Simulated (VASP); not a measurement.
**Ti: single point with r2SCAN**

Ti:

```
Ti
1.0
     0.00000    2.19240    2.03000
     2.19240    0.00000    2.03000
     2.19240    2.19240    0.00000
Ti
1
Direct
  0.00000 0.00000 0.00000
```

This cell differs from its parent crystal: strain +0.080 along x and y, +0.000 along z.

```
Program             : VASP 6.6.1
Task                : single point
Functional          : r2SCAN
Potentials or basis : VASP PAW PBE potentials, release 64 (Ti_sv)
Cutoff              : 520 eV
k mesh              : 20 × 20 × 20
Occupations         : gaussian, width 0.15 eV
Spin                : no spin polarisation
```

```
Pressure               : -10.4 GPa
Band gap on the k mesh : zero (bands 6 and 7 overlap by 1.38 eV)
```

Stress tensor (GPa, compression positive):
```
-11.26   0.00   0.00
  0.00 -11.26   0.00
  0.00   0.00  -8.83
```

Levels at points of the mesh, in eV from the Fermi level:
```
           k point  band 2  band 3  band 4  band 5  band 6  band 7  band 8  band 9  band 10  band 11
(0.00, 0.00, 0.00)  -34.19  -34.19  -34.19   -6.17    0.78    0.78    1.27    2.16     2.71    15.27
(0.50, 0.00, 0.00)  -34.67  -34.28  -34.23   -2.43    0.24    0.58    1.20    3.19     3.46     7.43
(0.50, 0.50, 0.00)  -34.63  -34.40  -34.40   -2.19   -1.59    3.34    3.39    3.52     3.52    10.45
(0.50, 0.00, 0.50)  -34.64  -34.37  -34.31   -2.27   -1.36    1.89    3.31    3.35     3.67     9.27
```

Run time: 10 min on 1 thread of Intel Xeon 8259CL, with other jobs on the host, peak memory 0.27 GiB.

Caveat: the cell differs from its parent crystal (strain +0.080 along x and y, +0.000 along z); the cell stands under tension; the PAW data sets were made with another functional, which shifts forces and pressure a little.
